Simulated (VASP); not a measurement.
# Ti2NiSb3 (P-4m2) in VASP: single point with LDA+U

Aim: the single point of Ti2NiSb3 with LDA+U.

All numbers are computed with VASP 6.6.1; they aren't measurements. Logs are shortened: lines on timing, memory, paths and dates and some standing lists are left out, and cuts for length are marked.

**1. The cell of the first run**

It takes space group P-4m2 (No. 115, tetragonal). The conventional cell has a = 3.876 Å, b = 3.876 Å, c = 8.538 Å, α = 90.00°, β = 90.00°, γ = 90.00°. Sb (site symmetry 2mm) has 5 Ti at 2.91 to 2.97 Å and 4 Sb at 3.39 Å within 3.8 Å. Sb (site symmetry -4m2) has 4 Ni at 2.74 Å and 4 Ti at 3.00 Å within 3.6 Å. Ti (site symmetry 2mm) has 7 Sb at 2.91 to 3.00 Å and 2 Ni at 3.00 Å within 3.8 Å. Ni (site symmetry -4m2) has 4 Sb at 2.74 Å and 4 Ti at 3.00 Å within 3.6 Å.

**2. Single point, LDA+U**

File INCAR:

```
PREC = Accurate ; ENCUT = 520
EDIFF = 1E-6 ; ISMEAR = -1
SIGMA = 0.0148 ; LREAL = False
LASPH = True ; NELM = 150
ALGO = Normal ; ISIF = 2
LWAVE = False ; LCHARG = False
LMAXMIX = 4 ; LDAU = True
LDAUTYPE = 2 ; LDAUL = -1 2 -1
LDAUU = 0 3.8 0 ; LDAUJ = 0 0 0
LDAUPRINT = 1 ; NBANDS = 34
```

File KPOINTS:

```
regular mesh
0
Gamma
  9 9 4
```

File POSCAR:

```
Ti2NiSb3
1.0
    3.8756100000      0.0000000000      0.0000000000
    0.0000000000      3.8756100000      0.0000000000
    0.0000000000      0.0000000000      8.5383340000
Sb Ti Ni
3 2 1
Direct
    0.0000000000      0.5000000000      0.3835000000
    0.5000000000      0.0000000000      0.6165000000
    0.5000000000      0.5000000000      0.0000000000
    0.0000000000      0.5000000000      0.7315000000
    0.5000000000      0.0000000000      0.2685000000
    0.0000000000      0.0000000000      0.0000000000
```

Potentials or basis: VASP PAW LDA potentials, release 64 (Sb, Ti_sv, Ni).

Launch:

```sh
$ cat potpaw_LDA.64/Sb/POTCAR potpaw_LDA.64/Ti_sv/POTCAR potpaw_LDA.64/Ni/POTCAR > POTCAR
$ mpirun -np 1 vasp_std > vasp.out
```

OUTCAR:

```text
PREC = Accurate
   ENCUT = 520
   EDIFF = 1E-6
   ISMEAR = -1
   LREAL = False
   LASPH = True
   NELM = 150
   ISIF = 2

 ion  position               nearest neighbor table
   1  0.000  0.500  0.383-   5 2.91   5 2.91   5 2.91   5 2.91   4 2.97   2 3.39   2 3.39   2 3.39
                             2 3.39
   2  0.500  0.000  0.617-   4 2.91   4 2.91   4 2.91   4 2.91   5 2.97   1 3.39   1 3.39   1 3.39
                             1 3.39
   3  0.500  0.500  0.000-   6 2.74   6 2.74   6 2.74   6 2.74   5 3.00   4 3.00   4 3.00   5 3.00

   4  0.000  0.500  0.731-   2 2.91   2 2.91   2 2.91   2 2.91   1 2.97   6 3.00   6 3.00   3 3.00
                             3 3.00
   5  0.500  0.000  0.269-   1 2.91   1 2.91   1 2.91   1 2.91   2 2.97   3 3.00   6 3.00   6 3.00
                             3 3.00
   6  0.000  0.000  0.000-   3 2.74   3 2.74   3 2.74   3 2.74   4 3.00   5 3.00   5 3.00   4 3.00

  LATTYP: Found a simple tetragonal cell.
 ALAT       =     3.8756100000
 C/A-ratio  =     2.2030942226

  Lattice vectors:

 A1 = (   3.8756100000,   0.0000000000,   0.0000000000)
 A2 = (   0.0000000000,   3.8756100000,   0.0000000000)
 A3 = (   0.0000000000,   0.0000000000,   8.5383340000)

Analysis of symmetry for initial positions (statically):
=====================================================================
 Subroutine PRICEL returns:
 Original cell was already a primitive cell.

 Routine SETGRP: Setting up the symmetry group for a
 simple tetragonal supercell.

 Subroutine GETGRP returns: Found  8 space group operations
 (whereof  8 operations were pure point group operations)
 out of a pool of 16 trial point group operations.

The static configuration has the point symmetry D_2d.

Analysis of symmetry for dynamics (positions and initial velocities):
=====================================================================
 Subroutine PRICEL returns:
 Original cell was already a primitive cell.

 Routine SETGRP: Setting up the symmetry group for a
 simple tetragonal supercell.

 Subroutine GETGRP returns: Found  8 space group operations
 (whereof  8 operations were pure point group operations)
 out of a pool of 16 trial point group operations.

The dynamic configuration has the point symmetry D_2d.

 Subroutine INISYM returns: Found  8 space group operations
 (whereof  8 operations are pure point group operations),
 and found     1 'primitive' translations

----------------------------------------------------------------------------------------

                                     Primitive cell

  volume of cell :     128.2488

  direct lattice vectors                    reciprocal lattice vectors
     3.875610000  0.000000000  0.000000000     0.258023898  0.000000000  0.000000000
     0.000000000  3.875610000  0.000000000     0.000000000  0.258023898  0.000000000
     0.000000000  0.000000000  8.538334000     0.000000000  0.000000000  0.117118867

  length of vectors
     3.875610000  3.875610000  8.538334000     0.258023898  0.258023898  0.117118867

  position of ions in fractional coordinates (direct lattice)
     0.000000000  0.500000000  0.383500000
     0.500000000  0.000000000  0.616500000
     0.500000000  0.500000000  0.000000000
     0.000000000  0.500000000  0.731500000
     0.500000000  0.000000000  0.268500000
     0.000000000  0.000000000  0.000000000

  ion indices of the primitive-cell ions
   primitive index   ion index
                 1           1
[... 112 lines left out ...]
 non-spin polarized calculation
  energy-cutoff  :      520.00
  volume of cell :      128.25
 maximum number of plane-waves:      3482
 NGX is ok and might be reduce to    30
   NGX = 15   NGY = 15   NGZ = 31

atom =   4  type =  2  l = 2

 onsite density matrix

spin component  1

  0.2538 -0.0000  0.0000  0.0000  0.0000
 -0.0000  0.1247 -0.0000  0.0000 -0.0000
  0.0000 -0.0000  0.1985  0.0000 -0.0035
  0.0000  0.0000  0.0000  0.1813  0.0000
  0.0000 -0.0000 -0.0035  0.0000  0.1273

spin component  2

  0.2538 -0.0000  0.0000  0.0000  0.0000
 -0.0000  0.1247 -0.0000  0.0000 -0.0000
  0.0000 -0.0000  0.1985  0.0000 -0.0035
  0.0000  0.0000  0.0000  0.1813  0.0000
  0.0000 -0.0000 -0.0035  0.0000  0.1273

 occupancies and eigenvectors

  o =  0.1247  v =  0.0000  1.0000 -0.0000 -0.0000  0.0000  0.0000  0.0000  0.0000  0.0000  0.0000      0.0000  0.0000  0.0000  0.0000  0.0000  0.0000  0.0000  0.0000  0.0000  0.0000
  o =  0.1247  v =  0.0000  0.0000  0.0000  0.0000  0.0000  0.0000  1.0000 -0.0000 -0.0000  0.0000      0.0000  0.0000  0.0000  0.0000  0.0000  0.0000  0.0000  0.0000  0.0000  0.0000
  o =  0.1271  v =  0.0000 -0.0000  0.0489 -0.0000  0.9988  0.0000  0.0000  0.0000  0.0000  0.0000      0.0000  0.0000  0.0000  0.0000  0.0000  0.0000  0.0000  0.0000  0.0000  0.0000
  o =  0.1271  v =  0.0000  0.0000  0.0000  0.0000  0.0000  0.0000 -0.0000  0.0489 -0.0000  0.9988      0.0000  0.0000  0.0000  0.0000  0.0000  0.0000  0.0000  0.0000  0.0000  0.0000
  o =  0.1813  v =  0.0000  0.0000 -0.0000  1.0000  0.0000  0.0000  0.0000  0.0000  0.0000  0.0000      0.0000  0.0000  0.0000  0.0000  0.0000  0.0000  0.0000  0.0000  0.0000  0.0000
  o =  0.1813  v =  0.0000  0.0000  0.0000  0.0000  0.0000  0.0000  0.0000 -0.0000  1.0000  0.0000      0.0000  0.0000  0.0000  0.0000  0.0000  0.0000  0.0000  0.0000  0.0000  0.0000
  o =  0.1987  v =  0.0000  0.0000  0.0000  0.0000  0.0000  0.0000 -0.0000 -0.9988 -0.0000  0.0489      0.0000  0.0000  0.0000  0.0000  0.0000  0.0000  0.0000  0.0000  0.0000  0.0000
  o =  0.1987  v =  0.0000 -0.0000 -0.9988 -0.0000  0.0489  0.0000  0.0000  0.0000  0.0000  0.0000      0.0000  0.0000  0.0000  0.0000  0.0000  0.0000  0.0000  0.0000  0.0000  0.0000
  o =  0.2538  v =  0.0000  0.0000  0.0000  0.0000  0.0000  1.0000  0.0000  0.0000  0.0000  0.0000      0.0000  0.0000  0.0000  0.0000  0.0000  0.0000  0.0000  0.0000  0.0000  0.0000
  o =  0.2538  v =  1.0000  0.0000  0.0000  0.0000  0.0000  0.0000  0.0000  0.0000  0.0000  0.0000      0.0000  0.0000  0.0000  0.0000  0.0000  0.0000  0.0000  0.0000  0.0000  0.0000

atom =   5  type =  2  l = 2

 onsite density matrix

spin component  1

  0.2538 -0.0000 -0.0000  0.0000  0.0000
 -0.0000  0.1813 -0.0000 -0.0000 -0.0000
 -0.0000 -0.0000  0.1985 -0.0000  0.0035
  0.0000 -0.0000 -0.0000  0.1247  0.0000
  0.0000 -0.0000  0.0035  0.0000  0.1273

spin component  2

  0.2538 -0.0000 -0.0000  0.0000  0.0000
 -0.0000  0.1813 -0.0000 -0.0000 -0.0000
 -0.0000 -0.0000  0.1985 -0.0000  0.0035
  0.0000 -0.0000 -0.0000  0.1247  0.0000
  0.0000 -0.0000  0.0035  0.0000  0.1273

 occupancies and eigenvectors

  o =  0.1247  v =  0.0000 -0.0000 -0.0000 -1.0000  0.0000  0.0000  0.0000  0.0000  0.0000  0.0000      0.0000  0.0000  0.0000  0.0000  0.0000  0.0000  0.0000  0.0000  0.0000  0.0000
  o =  0.1247  v =  0.0000  0.0000  0.0000  0.0000  0.0000  0.0000 -0.0000 -0.0000 -1.0000  0.0000      0.0000  0.0000  0.0000  0.0000  0.0000  0.0000  0.0000  0.0000  0.0000  0.0000
  o =  0.1271  v =  0.0000 -0.0000  0.0489 -0.0000 -0.9988  0.0000  0.0000  0.0000  0.0000  0.0000      0.0000  0.0000  0.0000  0.0000  0.0000  0.0000  0.0000  0.0000  0.0000  0.0000
  o =  0.1271  v =  0.0000  0.0000  0.0000  0.0000  0.0000  0.0000 -0.0000  0.0489 -0.0000 -0.9988      0.0000  0.0000  0.0000  0.0000  0.0000  0.0000  0.0000  0.0000  0.0000  0.0000
  o =  0.1813  v =  0.0000  0.0000  0.0000  0.0000  0.0000  0.0000 -1.0000  0.0000  0.0000  0.0000      0.0000  0.0000  0.0000  0.0000  0.0000  0.0000  0.0000  0.0000  0.0000  0.0000
  o =  0.1813  v =  0.0000 -1.0000  0.0000  0.0000  0.0000  0.0000  0.0000  0.0000  0.0000  0.0000      0.0000  0.0000  0.0000  0.0000  0.0000  0.0000  0.0000  0.0000  0.0000  0.0000
  o =  0.1987  v =  0.0000  0.0000  0.0000  0.0000  0.0000  0.0000  0.0000  0.9988  0.0000  0.0489      0.0000  0.0000  0.0000  0.0000  0.0000  0.0000  0.0000  0.0000  0.0000  0.0000
  o =  0.1987  v =  0.0000  0.0000  0.9988  0.0000  0.0489  0.0000  0.0000  0.0000  0.0000  0.0000      0.0000  0.0000  0.0000  0.0000  0.0000  0.0000  0.0000  0.0000  0.0000  0.0000
  o =  0.2538  v =  0.0000  0.0000  0.0000  0.0000  0.0000  1.0000  0.0000  0.0000  0.0000  0.0000      0.0000  0.0000  0.0000  0.0000  0.0000  0.0000  0.0000  0.0000  0.0000  0.0000
  o =  0.2538  v =  1.0000  0.0000  0.0000  0.0000  0.0000  0.0000  0.0000  0.0000  0.0000  0.0000      0.0000  0.0000  0.0000  0.0000  0.0000  0.0000  0.0000  0.0000  0.0000  0.0000

 number of electron      49.0000012 magnetization

 Free energy of the ion-electron system (eV)
  ---------------------------------------------------
  ext. energy  EPLUGINS =         0.00000000
  ---------------------------------------------------
  free energy    TOTEN  =       -33.85368463 eV

  energy without entropy =      -33.84915467  energy(sigma->0) =      -33.85141965

 E-fermi :   8.0980     XC(G=0): -10.9704

 val. band max:        8.0916932998   @ k =   0.4444   0.2222   0.2500
 cond. band min:       8.1014430089   @ k =   0.2222   0.1111   0.2500
 fundamental gap:      0.0097497091
 Fermi energy:         8.0980137164

 k-point     1 :       0.0000    0.0000    0.0000
  band No.  band energies     occupation
      1     -49.5952      2.00000
      2     -49.5951      2.00000
      3     -26.2345      2.00000
      4     -26.2303      2.00000
      5     -26.2127      2.00000
      6     -26.2127      2.00000
[... 877 lines left out ...]
     33      11.1555      0.00000
     34      11.5427      0.00000

 [... further k-points ...]

------------------------ aborting loop because EDIFF is reached ----------------------------------------

  FORCE on cell =-STRESS in cart. coord.  units (eV):
  Direction    XX          YY          ZZ          XY          YZ          ZX
  --------------------------------------------------------------------------------------
  -------------------------------------------------------------------------------------
  Total       -9.1907236     -9.1907236     -7.8914495      0.0000000      0.0000000      0.0000000
  in kB     -114.8172166   -114.8172166    -98.5857377      0.0000000      0.0000000      0.0000000
  external PRESSURE =    -109.4067236 kB  Pullay stress =       0.0000000 kB

 VOLUME and BASIS-vectors are now :
 -----------------------------------------------------------------------------
  energy-cutoff  :      520.00
  volume of cell :      128.25
      direct lattice vectors                 reciprocal lattice vectors
     3.875610000  0.000000000  0.000000000     0.258023898  0.000000000  0.000000000
     0.000000000  3.875610000  0.000000000     0.000000000  0.258023898  0.000000000
     0.000000000  0.000000000  8.538334000     0.000000000  0.000000000  0.117118867

 POSITION                                       TOTAL-FORCE (eV/Angst)
 -----------------------------------------------------------------------------------
      0.00000      1.93780      3.27445         0.000000     -0.000000     -0.393128
      1.93780      0.00000      5.26388         0.000000      0.000000      0.393128
      1.93780      1.93780      0.00000         0.000000      0.000000     -0.000000
      0.00000      1.93780      6.24579         0.000000      0.000000      0.576527
      1.93780      0.00000      2.29254        -0.000000      0.000000     -0.576527
      0.00000      0.00000      0.00000         0.000000      0.000000     -0.000000
 -----------------------------------------------------------------------------------
    total drift:                                0.000000      0.000000      0.000000

  FREE ENERGIE OF THE ION-ELECTRON SYSTEM (eV)
  ---------------------------------------------------
  free  energy   TOTEN  =       -33.8536846299 eV

  energy  without entropy=      -33.8491546679  energy(sigma->0) =      -33.85141965
```

Run time: 2.7 min. Hardware: 1 thread of Intel Xeon Platinum 8488C (Sapphire Rapids), shared host; peak memory 0.32 GiB.

Results:

| Item | Value |
| --- | --- |
| Free energy | -33.8537 eV |
| Pressure | -10.9 GPa |
| Largest force | 0.577 eV/Å |

Forces in eV/Å, atoms in the order of the input:
```
Sb   0.000  0.000 -0.393
Sb   0.000  0.000  0.393
Sb   0.000  0.000  0.000
Ti   0.000  0.000  0.577
Ti   0.000  0.000 -0.577
Ni   0.000  0.000  0.000
```

Levels at points of the mesh, in eV from the Fermi level:
| k point | band 21 | band 22 | band 23 | band 24 | band 25 | band 26 | band 27 | band 28 |
| --- | --- | --- | --- | --- | --- | --- | --- | --- |
| (0.00, 0.00, 0.00) | -0.81 | -0.81 | -0.44 | -0.37 | 0.65 | 0.70 | 0.70 | 0.78 |
| (0.00, 0.00, 0.50) | -0.83 | -0.83 | -0.36 | -0.29 | -0.14 | 0.75 | 0.81 | 0.88 |

Eigenvalues of the final occupation matrices:
| site | spin | trace | eigenvalues |
| --- | --- | --- | --- |
| site 4 d | 1 | 0.89 | 0.12 0.13 0.18 0.20 0.25 |
| site 4 d | 2 | 0.89 | 0.12 0.13 0.18 0.20 0.25 |
| site 5 d | 1 | 0.89 | 0.12 0.13 0.18 0.20 0.25 |
| site 5 d | 2 | 0.89 | 0.12 0.13 0.18 0.20 0.25 |

Caveat: spin-orbit coupling is left out, which moves the levels of the heavy elements; U without spin polarisation on a metal has little footing; the U is typed as a test and isn't derived for this compound. Spin polarisation is off, so any magnetic state and its effect on volume and gap are missing.
